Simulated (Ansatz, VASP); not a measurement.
Ta: VASP beside Ansatz

```
Ta
1.0
    -1.75036    1.65128    1.65128
     1.75036   -1.65128    1.65128
     1.75036    1.65128   -1.65128
Ta
1
Direct
  0.00000 0.00000 0.00000
```

Change from the starting cell: strain +0.0600 x Voigt [1, 0, 0, 0, 0, 0], atoms carried along.

Alike in both runs: task single point; functional PBE; k mesh 20 × 20 × 20; occupations gaussian, width 0.15 eV; no spin polarisation.

|  | VASP | Ansatz |
| --- | --- | --- |
| version | VASP 6.6.1 | Ansatz 0.2.0 |
| potentials or method | VASP PAW PBE potentials, release 64 (Ta_pv), cutoff 520 eV | scalar-relativistic, plane waves, PAW |
| valence electrons in the cell | 11 | 13 |

|  | VASP | Ansatz | Ansatz less VASP |
| --- | --- | --- | --- |
| gap on the k mesh at the Fermi level (eV) | none | none | - |
| pressure (GPa) | -7.4 | -7.4 | -0.04 |
| traceless stress, the component that is largest in VASP (GPa) | -3.48 | -3.49 | -0.006 |

A gap of «none» marks a metal or a gap that the smearing closes. VASP's potentials hold 11 valence electrons a cell and Ansatz's 13, so a difference there can come from the potentials and not from the codes.

Spin-orbit coupling is off throughout.
